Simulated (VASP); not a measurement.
Runs of VASP 6.6.1 on Al2InN3. The structure is that of space group P3m1 (No. 156), or close to it. The cells are those of the table. 

```csv
level,cell,k mesh,gap on the mesh (eV),pressure (GPa),largest force (eV/Å)
PBE,"a = 3.254, b = 3.254, c = 8.083 Å, angles 90.0, 90.0, 120.0°, 6 atoms",9 × 9 × 4,(a),-0.1,0.02
PBE,"a = 3.227, b = 3.227, c = 8.024 Å, angles 90.0, 90.0, 120.0°, 6 atoms",12 × 12 × 4,(d),(b),(c)
PBE,"a = 3.287, b = 3.287, c = 8.163 Å, angles 90.0, 90.0, 120.0°, 6 atoms",9 × 9 × 4,0.96,-4.7,0.16
r2SCAN,"a = 3.194, b = 3.194, c = 7.943 Å, angles 90.0, 90.0, 120.0°, 6 atoms",9 × 9 × 4,1.72,6.0,0.18
r2SCAN,"a = 3.259, b = 3.259, c = 8.103 Å, angles 90.0, 90.0, 120.0°, 6 atoms",9 × 9 × 4,1.47,-5.1,0.16
```

Alike in all rows: task single point; potentials or basis VASP PAW PBE potentials, release 64 (Al, In_d, N); no spin polarisation; cutoff (eV) 520; smearing gaussian 0.01 eV.

Problem. Fill in the values left out.

Solution. (a) 1.08; (b) 4.2; (c) 0.12; (d) 1.18.

Caveats: spin-orbit coupling is left out, which moves the levels of the heavy elements; the PAW data sets were made with another functional, which shifts forces and pressure a little (some runs).

A k mesh can miss the band edges, and the runs leave out spin-orbit coupling on In.
